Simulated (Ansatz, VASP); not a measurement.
**One calculation of Os, two programs**

The input INCAR:

```
  ALGO = Normal
  EDIFF = 1E-6
  ENCUT = 560
  GGA = RE
  GGA_COMPAT = False
  ISIF = 2
  ISMEAR = -1
  LASPH = True
  LCHARG = True
  LELF = True
  LREAL = False
  LVHAR = True
  LWAVE = False
  NBANDS = 23
  NELM = 120
  PREC = Accurate
  SIGMA = 0.1
```

The input KPOINTS:

```
k-points
0
Gamma
  11 11 11
```

The input POSCAR:

```
Os
1.0
    0.0000000000      2.8235184895      2.8235184895
    2.8235184895      0.0000000000      2.8235184895
    2.8235184895      2.8235184895      0.0000000000
Os
2
Direct
    0.1250000000      0.1250000000      0.1250000000
    0.8750000000      0.8750000000      0.8750000000
```

Input for Ansatz:

```yaml
crystal:
  lattice:
    - [0.0, 2.8235184895, 2.8235184895]
    - [2.8235184895, 0.0, 2.8235184895]
    - [2.8235184895, 2.8235184895, 0.0]
  atoms:
    - { symbol: Os, position: [0.125, 0.125, 0.125] }
    - { symbol: Os, position: [0.875, 0.875, 0.875] }
hamiltonian:
  xc: revpbe
  pseudopotentials:
    kind: paw
    azcp:
      Os: "pseudopotentials/Os.paw.azcp"
basis:
  ecutwfc: 420
  fft_grid_basis: typed
kpoints:
  mp_grid: { grid: [11, 11, 11], shift: [0, 0, 0] }
magnetization:
  spin_polarized: false
scf:
  occupations: { method: fermi_dirac, width: 0.1 }
  lower_state_search: "off"
output:
  stress: true
```

Alike in both runs: task single point; functional revPBE; k mesh 11 × 11 × 11; occupations fermi-dirac, width 0.1 eV; no spin polarisation.

|  | VASP | Ansatz |
| --- | --- | --- |
| version | VASP 6.6.1 | Ansatz 0.2.0 |
| potentials or method | VASP PAW PBE potentials, release 64 (Os_sv_GW), cutoff 560 eV | plane waves (420 eV) with PAW, scalar-relativistic |
| valence electrons in the cell | 32 | 32 |

VASP gave:

```
pressure (GPa) : -7.9
```

**Question.** Estimate Ansatz's values.

**Answer.** Pressure (GPa): -7.1.

VASP's potentials were made for PBE, not for revPBE.

Neither program's run includes spin-orbit coupling.
